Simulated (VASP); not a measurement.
Set up this calculation in VASP 6.6.1, as the native input.

```
Task                   : single point
Functional             : PBE
Potentials or basis    : VASP PAW PBE potentials, release 64 (Be, Te)
Cutoff                 : 600 eV
k mesh                 : 8 × 8 × 3
Occupations            : gaussian, width 0.2 eV
Spin                   : no spin polarisation
Dipole correction      : no
Further INCAR settings : ALGO = Normal; EDIFF = 1e-06; NBANDS = 11
```

The structure of BeTe lies in POSCAR:

```
BeTe
1.0
    3.2633974641      0.0000000035      0.0000000000
   -1.6316987351      2.8261851048      0.0000000000
    0.0000000000      0.0000000000      4.7232319546
Be Te
1 1
Direct
    0.0000000000      0.0000000000      0.4982175672
    0.0000000000      0.0000000000      0.9982282628
```

The input as run:

INCAR

```
PREC = Accurate
ENCUT = 600
EDIFF = 1E-6
ISMEAR = 0
SIGMA = 0.2
LREAL = F
LASPH = T
NELM = 120
ALGO = Normal
ISIF = 2
LWAVE = F
LCHARG = F
GGA = PE
NBANDS = 11
GGA_COMPAT = F
```

KPOINTS

```
regular mesh
0
Gamma
  8 8 3
```

Potentials or basis: VASP PAW PBE potentials, release 64 (Be, Te).

Run with:

```sh
$ cat potpaw_PBE.64/Be/POTCAR potpaw_PBE.64/Te/POTCAR > POTCAR
$ mpirun -np 1 vasp_std > vasp.out
```

It gave:

* Pressure: 0.2 GPa
* Band gap on the k mesh: zero (band 4 reaches 9.01 eV, above the bottom of band 5 at 5.49 eV)

Caveat: the k points lie up to 0.44 Å⁻¹ apart; spin-orbit coupling is left out, which moves the levels of the heavy elements.

It took 6.4 s on 1 thread of Intel(R) Xeon(R) Platinum 8488C (Sapphire Rapids), on a shared host, peak memory 0.18 GiB.
